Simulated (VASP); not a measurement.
Input of a VASP 6.6.1 run:

The input INCAR:

```
PREC = Accurate ; ENCUT = 520
EDIFF = 1E-6 ; ISMEAR = -1
SIGMA = 0.05 ; LREAL = F
LASPH = T ; NELM = 100
ALGO = Normal ; ISIF = 2
LWAVE = F ; LCHARG = F
NBANDS = 16
```

The input KPOINTS:

```
Automatic mesh
0
Gamma
  11 11 11
```

The input POSCAR:

```
CuO
1.0
    0.0000023604      2.0620224592      2.0620734827
    2.0620172373      0.0000031369      2.0620727062
    2.0620402751      2.0620447205     -0.0000199009
Cu O
1 1
Direct
    0.0000001794      0.0000002069      0.9999989541
    0.4999998206      0.4999997931      0.5000010459
```

Potentials or basis: VASP PAW LDA potentials, release 64 (Cu, O).

The run is started by

```sh
$ cat potpaw_LDA.64/Cu/POTCAR potpaw_LDA.64/O/POTCAR > POTCAR
$ mpirun -np 1 vasp_std > vasp.out
```

Problem. Estimate the band gap on the k mesh.

Solution. Zero (an odd number of electrons rules out a gap without spin polarisation).

Problem. Predict the pressure.

Solution. 0.6 GPa.

Caveat: an odd number of electrons without spin polarisation forces a metal; a magnetic or distorted state may lie lower; semilocal functionals often make such compounds metallic where correlation or magnetic order opens a gap, which also shifts bond lengths. With open d or f shells a metallic result of LDA can be an artefact of self-interaction; +U or a hybrid may open a gap.
